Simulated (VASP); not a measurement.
A run of VASP 6.6.1:

Contents of POSCAR:

```
TePb
1.0
    0.0000000000      3.2467362900      3.2467362900
    3.2467362900      0.0000000000      3.2467362900
    3.2467362900      3.2467362900      0.0000000000
Te Pb
1 1
Direct
    0.5000000000      0.5000000000      0.5000000000
    0.0000000000      0.0000000000      0.0000000000
```

File INCAR.step1:

```
  PREC = Accurate
  ENCUT = 520
  ISMEAR = -1
  SIGMA = 0.02
  LREAL = False
  LASPH = True
  NELM = 100
  GGA = PE
  ALGO = Normal
  EDIFF = 1E-4
  LWAVE = True
  LCHARG = False
```

File INCAR.step2:

```
  PREC = Accurate
  ENCUT = 520
  EDIFF = 1E-6
  ISMEAR = -1
  SIGMA = 0.02
  LREAL = False
  LASPH = True
  NELM = 100
  ALGO = Normal
  ISIF = 2
  LWAVE = False
  LCHARG = False
  METAGGA = R2SCAN
  LMIXTAU = True
  IBRION = 2
  NSW = 50
  EDIFFG = -0.01
  ISTART = 1
```

The input KPOINTS:

```
regular mesh
0
Gamma
  8 8 8
```

Potentials or basis: VASP PAW PBE potentials, release 64 (Te, Pb_d).

Command:

```console
$ cat potpaw_PBE.64/Te/POTCAR potpaw_PBE.64/Pb_d/POTCAR > POTCAR
$ cp INCAR.step1 INCAR
$ mpirun -np 1 vasp_std > vasp.out
$ cp INCAR.step2 INCAR
$ mpirun -np 1 vasp_std > vasp.out
```

Hardware: 1 thread of Intel(R) Xeon(R) Platinum 8375C CPU @ 2.90GHz (Ice Lake), on a shared host.

Q: Estimate the wall time of this run.

A: Run time: 64 s on 1 thread of Intel(R) Xeon(R) Platinum 8375C CPU @ 2.90GHz (Ice Lake), with other jobs on the host, peak memory 0.22 GiB. Counts: k points 29, ion steps 1.
